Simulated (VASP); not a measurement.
# CO (P1) in VASP: single point with r2SCAN

Aim: the single point of CO with r2SCAN.

All numbers are computed with VASP 6.6.1; they aren't measurements. Logs are shortened: lines on timing, memory, paths and dates and some standing lists are left out, and cuts for length are marked.

## (1) The cell of the first run

The typed cell holds 8 atoms: a = 5.674 Å, b = 5.663 Å, c = 5.419 Å, α = 88.96°, β = 89.14°, γ = 88.56°.

## (2) Single point, r2SCAN

POSCAR

```
CO
1.0
    5.6734701500      0.0709805100      0.0411592400
    0.0709805100      5.6622523500      0.0498207700
    0.0411592400      0.0498207700      5.4182827700
C O
4 4
Direct
    0.9568135400      0.9581670800      0.9546350300
    0.5345340900      0.0446087200      0.4474437100
    0.4551428600      0.5425429800      0.0349861300
    0.0286308400      0.4782215700      0.5319391900
    0.0559404800      0.0594987500      0.0803009100
    0.4106586900      0.9540017000      0.5836856900
    0.5799115700      0.4459232100      0.9307307800
    0.9245068900      0.5639369600      0.4434441500
```

INCAR.step1

```
SYSTEM = CO
ALGO     = Normal         ! electronic algorithm
EDIFF    = 1E-5           ! SCF threshold, eV
ENCUT    = 660            ! plane-wave cutoff, eV
GGA      = PE             ! functional
GGA_COMPAT= .FALSE.      
ISMEAR   = 0              ! smearing method
LASPH    = .TRUE.         ! aspherical terms in the spheres
LCHARG   = .FALSE.        ! write CHGCAR
LREAL    = .FALSE.        ! projectors in reciprocal space
LWAVE    = .TRUE.         ! write WAVECAR
NBANDS   = 30             ! bands
NELM     = 120            ! most SCF steps
PREC     = Accurate       ! precision mode
SIGMA    = 0.0871         ! smearing width, eV
```

INCAR.step2

```
SYSTEM = CO
ALGO     = Normal         ! electronic algorithm
EDIFF    = 1E-6           ! SCF threshold, eV
ENCUT    = 660            ! plane-wave cutoff, eV
GGA_COMPAT= .FALSE.      
ISIF     = 2              ! what is computed and relaxed
ISMEAR   = 0              ! smearing method
ISTART   = 1            
LASPH    = .TRUE.         ! aspherical terms in the spheres
LCHARG   = .TRUE.         ! write CHGCAR
LELF     = .TRUE.         ! ELF
LMIXTAU  = .TRUE.       
LREAL    = .FALSE.        ! projectors in reciprocal space
LVHAR    = .TRUE.       
LWAVE    = .FALSE.        ! write WAVECAR
METAGGA  = R2SCAN         ! meta-GGA
NBANDS   = 30             ! bands
NELM     = 120            ! most SCF steps
PREC     = Accurate       ! precision mode
SIGMA    = 0.0871         ! smearing width, eV
```

KPOINTS

```
Automatic mesh
0
Gamma
  3 3 4
  0.5 0.5 0
```

Potentials or basis: VASP PAW PBE potentials, release 64 (C, O).

The run is started by

```bash
$ cat potpaw_PBE.64/C/POTCAR potpaw_PBE.64/O/POTCAR > POTCAR
$ cp INCAR.step1 INCAR
$ mpirun -np 1 vasp_std > vasp.out
$ cp INCAR.step2 INCAR
$ mpirun -np 1 vasp_std > vasp.out
```

OUTCAR:

```text
SYSTEM = CO
   EDIFF = 1E-6
   ENCUT = 660
   ISIF = 2
   ISMEAR = 0
   ISTART = 1
   LASPH = .TRUE.
   LREAL = .FALSE.
   METAGGA = R2SCAN
   NELM = 120
   PREC = Accurate

 ion  position               nearest neighbor table
   1  0.957  0.958  0.955-   5 1.07
   2  0.535  0.045  0.447-   6 1.14
   3  0.455  0.543  0.035-   7 1.05
   4  0.029  0.478  0.532-   8 0.89
   5  0.056  0.059  0.080-   1 1.07
   6  0.411  0.954  0.584-   2 1.14
   7  0.580  0.446  0.931-   3 1.05
   8  0.925  0.564  0.443-   4 0.89

 -----------------------------------------------------------------------------
|                                                                             |
|           W    W    AA    RRRRR   N    N  II  N    N   GGGG   !!!           |
|           W    W   A  A   R    R  NN   N  II  NN   N  G    G  !!!           |
|           W    W  A    A  R    R  N N  N  II  N N  N  G       !!!           |
|           W WW W  AAAAAA  RRRRR   N  N N  II  N  N N  G  GGG   !            |
|           WW  WW  A    A  R   R   N   NN  II  N   NN  G    G                |
|           W    W  A    A  R    R  N    N  II  N    N   GGGG   !!!           |
|                                                                             |
|     The distance between some ions is very small. Please check the          |
|     nearest-neighbor list in the OUTCAR file.                               |
|     I HOPE YOU KNOW WHAT YOU ARE DOING!                                     |
|                                                                             |
 -----------------------------------------------------------------------------

  LATTYP: Found a triclinic cell.
 ALAT       =     5.6740634345
 B/A-ratio  =     1.3949779474
 C/A-ratio  =     1.7381728673
 COS(alpha) =     0.0004032092
 COS(beta)  =     0.5979529348
 COS(gamma) =     0.6988959004

  Lattice vectors:

 A1 = (  -5.6734701500,  -0.0709805100,  -0.0411592400)
 A2 = (  -5.6024896400,   5.5912718400,   0.0086615300)
 A3 = (  -5.7856099000,  -5.7830536300,  -5.5092627800)

Analysis of symmetry for initial positions (statically):
=====================================================================
 Subroutine PRICEL returns:
 Original cell was already a primitive cell.

 Routine SETGRP: Setting up the symmetry group for a
 triclinic supercell.

 Subroutine GETGRP returns: Found  1 space group operations
 (whereof  1 operations were pure point group operations)
 out of a pool of  2 trial point group operations.

The static configuration has the point symmetry C_1 .

Analysis of symmetry for dynamics (positions and initial velocities):
=====================================================================
 Subroutine PRICEL returns:
 Original cell was already a primitive cell.

 Routine SETGRP: Setting up the symmetry group for a
 triclinic supercell.

 Subroutine GETGRP returns: Found  1 space group operations
 (whereof  1 operations were pure point group operations)
 out of a pool of  2 trial point group operations.

The dynamic configuration has the point symmetry C_1 .

 Subroutine INISYM returns: Found  1 space group operations
 (whereof  1 operations are pure point group operations),
 and found     1 'primitive' translations

----------------------------------------------------------------------------------------

                                     Primitive cell

  volume of cell :     174.0096

  direct lattice vectors                    reciprocal lattice vectors
     5.673470150  0.070980510  0.041159240     0.176296042 -0.002198395 -0.001318995
     0.070980510  5.662252350  0.049820770    -0.002198395  0.176649869 -0.001607585
     0.041159240  0.049820770  5.418282770    -0.001318995 -0.001607585  0.184585121

  length of vectors
     5.674063435  5.662916388  5.418668136     0.176314682  0.176670862  0.184596833

  position of ions in fractional coordinates (direct lattice)
     0.956813540  0.958167080  0.954635030
     0.534534090  0.044608720  0.447443710
     0.455142860  0.542542980  0.034986130
     0.028630840  0.478221570  0.531939190
     0.055940480  0.059498750  0.080300910
     0.410658690  0.954001700  0.583685690
     0.579911570  0.445923210  0.930730780
     0.924506890  0.563936960  0.443444150

  ion indices of the primitive-cell ions
   primitive index   ion index
                 1           1
                 2           2
                 3           3
                 4           4
                 5           5
                 6           6
                 7           7
                 8           8

----------------------------------------------------------------------------------------

 KPOINTS: Automatic mesh

Automatic generation of k-mesh.
 Grid dimensions read from file:
 generate k-points for:    3    3    4

 Generating k-lattice:

  Cartesian coordinates                     Fractional coordinates (reciprocal lattice)
     0.058765347 -0.000732798 -0.000439665     0.333333333 -0.000000000 -0.000000000
    -0.000732798  0.058883290 -0.000535862    -0.000000000  0.333333333  0.000000000
    -0.000329749 -0.000401896  0.046146280    -0.000000000  0.000000000  0.250000000

  Length of vectors
     0.058771561  0.058890287  0.046149208

  Shift w.r.t. Gamma in fractional coordinates (k-lattice)
     0.500000000  0.500000000  0.000000000

 Subroutine IBZKPT returns following result:
 ===========================================

 Found     19 irreducible k-points:

 Following reciprocal coordinates:
            Coordinates               Weight
  0.166667  0.166667 -0.000000      2.000000
  0.500000  0.166667 -0.000000      2.000000
 -0.166667  0.166667 -0.000000      2.000000
  0.166667  0.500000 -0.000000      2.000000
  0.500000  0.500000 -0.000000      1.000000
  0.166667  0.166667  0.250000      2.000000
[... 11 lines left out ...]
  0.166667  0.500000  0.500000      2.000000
  0.500000  0.500000  0.500000      1.000000
   k-points           NKPTS =     19   k-points in BZ     NKDIM =     19   number of bands    NBANDS=     30
   number of dos      NEDOS =    301   number of ions     NIONS =      8
   total plane-waves  NPLWV = 110592
   dimension x,y,z NGX =    48 NGY =   48 NGZ =   48
   dimension x,y,z NGXF=    96 NGYF=   96 NGZF=   96
   ions per type =               4   4
   NGX,Y,Z   is equivalent  to a cutoff of  14.06, 14.09, 14.73 a.u.
   NGXF,Y,Z  is equivalent  to a cutoff of  28.13, 28.18, 29.45 a.u.
 SYSTEM =  CO
   PREC   = accura    normal or accurate (medium, high low for compatibility)
   ISTART =      1    job   : 0-new  1-cont  2-samecut
   ICHARG =      0    charge: 1-file 2-atom 10-const
   ISPIN  =      1    spin polarized calculation?
   LNONCOLLINEAR =      F non collinear calculations
   LSORBIT =      F    spin-orbit coupling
   LASPH  =      T    aspherical Exc in radial PAW
   ENCUT  =  660.0 eV  48.51 Ry    6.96 a.u.  11.89 11.86 11.35*2*pi/ulx,y,z
   NELM   =    120;   NELMIN=  2; NELMDL=  0     # of ELM steps
   EDIFF  = 0.1E-05   stopping-criterion for ELM
   LREAL  =      F    real-space projection
   EDIFFG = 0.1E-04   stopping-criterion for IOM
   NSW    =      0    number of steps for IOM
   IBRION =     -1    ionic relax: 0-MD 1-quasi-New 2-CG
   NFREE  =      0    steps in history (QN), initial steepest desc. (CG)
   ISIF   =      2    stress and relaxation
   ISYM   =      2    0-nonsym 1-usesym 2-fastsym
   POTIM  = 0.5000    time-step for ionic-motion
   TEBEG  =    0.0;   TEEND  =   0.0 temperature during run
   PSTRESS=    0.0 pullay stress
   NELECT =      40.0000    total number of electrons
   NUPDOWN=      -1.0000    fix difference up-down
   EMIN   =  10.00;   EMAX   =-10.00  energy-range for DOS
   EFERMI =   0.00;   METHOD = LEGACY
   ISMEAR =     0;   SIGMA  =   0.09  broadening in eV -4-tet -1-fermi 0-gaus
   EFERMI_NEDOS =   21; number of points for ismear=-14 and -15
   IALGO  =     38    algorithm
   IMIX   =      4    mixing-type and parameters
     AMIX     =   0.40;   BMIX     =  1.00
     AMIX_MAG =   1.60;   BMIX_MAG =  1.00
  volume/ion in A,a.u.               =      21.75       146.78
  Fermi-wavevector in a.u.,A,eV,Ry     =   1.002853  1.895117 13.683560  1.005713
  Thomas-Fermi vector in A             =   2.135367
   LORBIT       =      0    0 simple, 1 ext, 2 COOP (PROOUT), +10 PAW based schemes
   METAGGA = R2SCAN    functional components
   LHFCALC =     F    Hartree Fock is set to
   AEXX    =    0.0000 exact exchange contribution
   IVDW    =     0    specifies the selected vdW correction
   LEPSILON=     F    determine dielectric tensor
   LRPA    =     F    only Hartree local field effects (RPA)
 non-spin polarized calculation
 Gauss-broadening in eV      SIGMA  =   0.09
  energy-cutoff  :      660.00
  volume of cell :      174.01
 maximum number of plane-waves:      6724
   NGX = 23   NGY = 23   NGZ = 23

 number of electron      39.9999999 magnetization

 Free energy of the ion-electron system (eV)
  ---------------------------------------------------
  ext. energy  EPLUGINS =         0.00000000
  ---------------------------------------------------
  free energy    TOTEN  =       -58.82680842 eV

  energy without entropy =      -58.82680842  energy(sigma->0) =      -58.82680842

 E-fermi :  -4.7733     XC(G=0):  -6.7133

 val. band max:       -5.1572062646   @ k =   0.1667   0.1667  -0.0000
 cond. band min:       1.2706317163   @ k =   0.1667   0.1667  -0.0000
 fundamental gap:      6.4278379808
 Fermi energy:        -4.7732698649

 k-point     1 :       0.1667    0.1667   -0.0000
  band No.  band energies     occupation
      1     -30.9531      2.00000
      2     -28.7072      2.00000
      3     -28.2603      2.00000
      4     -27.3091      2.00000
      5     -11.4286      2.00000
      6     -11.3926      2.00000
[... 22 lines left out ...]
     29       5.7043      0.00000
     30       6.9270      0.00000
[... 563 lines left out ...]
  band No.  band energies     occupation
      1     -30.9531      2.00000
      2     -28.7069      2.00000
      3     -28.2599      2.00000
      4     -27.3092      2.00000
      5     -11.4731      2.00000
      6     -11.4559      2.00000
[... 22 lines left out ...]
     29       6.6788      0.00000
     30       6.7416      0.00000

------------------------ aborting loop because EDIFF is reached ----------------------------------------

  FORCE on cell =-STRESS in cart. coord.  units (eV):
  Direction    XX          YY          ZZ          XY          YZ          ZX
  --------------------------------------------------------------------------------------
  -------------------------------------------------------------------------------------
  Total       36.9826193     24.7317765     26.6514844    -24.8153350    -10.6589278     20.9054895
  in kB      340.5140704    227.7155608    245.3910949   -228.4849173    -98.1410983    192.4853749
  external PRESSURE =     271.2069087 kB  Pullay stress =       0.0000000 kB

 VOLUME and BASIS-vectors are now :
 -----------------------------------------------------------------------------
  energy-cutoff  :      660.00
  volume of cell :      174.01
      direct lattice vectors                 reciprocal lattice vectors
     5.673470150  0.070980510  0.041159240     0.176296042 -0.002198395 -0.001318995
     0.070980510  5.662252350  0.049820770    -0.002198395  0.176649869 -0.001607585
     0.041159240  0.049820770  5.418282770    -0.001318995 -0.001607585  0.184585121

 POSITION                                       TOTAL-FORCE (eV/Angst)
 -----------------------------------------------------------------------------------
      5.53576      5.54086      5.25960        -4.962829     -5.043024     -5.942191
      3.05425      0.31282      2.44860        -0.182176     -0.100050      0.187741
      2.62219      3.10606      0.23533        -9.414318      7.339420      7.630131
      0.21827      2.73635      2.90720        47.545473    -38.259993     38.751513
      0.32491      0.34487      0.44036         4.969290      5.069292      5.932293
      2.42160      5.46003      3.22701         0.172925      0.087834     -0.170007
      3.36007      2.61246      5.08905         9.392557     -7.343526     -7.643249
      5.30344      3.28087      2.46885       -47.520920     38.250047    -38.746231
 -----------------------------------------------------------------------------------
    total drift:                                0.000655      0.000497     -0.000382

  FREE ENERGIE OF THE ION-ELECTRON SYSTEM (eV)
  ---------------------------------------------------
  free  energy   TOTEN  =       -58.8268084196 eV

  energy  without entropy=      -58.8268084196  energy(sigma->0) =      -58.82680842
```

It took 7.2 min on 1 thread of Intel Xeon 8259CL, shared host; peak memory 0.4 GiB.

Results:

- Free energy: -58.8268 eV
- Pressure: 27.1 GPa
- Largest force: 72.292 eV/Å
- Band gap on the k mesh: 6.43 eV

Forces in eV/Å, atoms in the order of the input:
```
C    -4.963  -5.043  -5.942
C    -0.182  -0.100   0.188
C    -9.414   7.339   7.630
C    47.545 -38.260  38.752
O     4.969   5.069   5.932
O     0.173   0.088  -0.170
O     9.393  -7.344  -7.643
O   -47.521  38.250 -38.746
```

Levels at points of the mesh, in eV from the valence-band top:
```csv
k point,band 18,band 19,band 20,band 21,band 22,band 23
"(0.50, 0.50, 0.00)",-0.75,-0.65,-0.11,6.59,6.73,7.44
"(0.50, 0.50, 0.50)",-0.72,-0.69,-0.17,6.79,6.83,7.50
```

Caveat: atoms lie so close that the PAW spheres overlap strongly, which falsifies energies and pressures; the stress differs along the axes, from 23 to 34 GPa; the PAW data sets were made with another functional, which shifts forces and pressure a little; a shifted mesh leaves out Γ, where band edges can lie. A k mesh can miss the band edges.
